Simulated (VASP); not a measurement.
Runs of VASP 6.6.1 on AlN. The structure is that of space group P6_3mc (No. 186), or close to it. The cells are those of the table. 

| cell | gap on the mesh (eV) | pressure (GPa) | largest force (eV/Å) |
| --- | --- | --- | --- |
| a = 2.928, b = 2.928, c = 5.621 Å, angles 90.0, 90.0, 120.0°, 4 atoms | 3.69 | 10.1 | (b) |
| a = 3.351, b = 3.351, c = 4.290 Å, angles 90.0, 90.0, 120.0°, 4 atoms | 4.32 | 9.9 | 5.58 |
| a = 3.014, b = 3.014, c = 5.305 Å, angles 90.0, 90.0, 120.0°, 4 atoms | 4.69 | (c) | 0.84 |
| a = 2.850, b = 2.850, c = 5.929 Å, angles 90.0, 90.0, 120.0°, 4 atoms | 2.39 | 19.4 | 0.74 |
| a = 3.154, b = 3.154, c = 4.844 Å, angles 90.0, 90.0, 120.0°, 4 atoms | 4.72 | -1.2 | 0.34 |
| a = 3.061, b = 3.061, c = 5.143 Å, angles 90.0, 90.0, 120.0°, 4 atoms | 4.92 | 0.4 | 0.62 |
| a = 3.284, b = 3.284, c = 4.467 Å, angles 90.0, 90.0, 120.0°, 4 atoms | (a) | 3.8 | 3.21 |
| a = 3.199, b = 3.199, c = 4.709 Å, angles 90.0, 90.0, 120.0°, 4 atoms | 4.58 | -0.5 | (d) |

Alike in all rows: task single point; level r2SCAN; potentials or basis VASP PAW PBE potentials, release 64 (Al, N); no spin polarisation; k mesh 12 × 12 × 6; cutoff (eV) 520; smearing gaussian 0.05 eV.

Q: Estimate the missing entries.

A: (a) 4.39; (b) 0.93; (c) 2.9; (d) 1.10.

Caveats: the PAW data sets were made with another functional, which shifts forces and pressure a little.

A k mesh can miss the band edges.
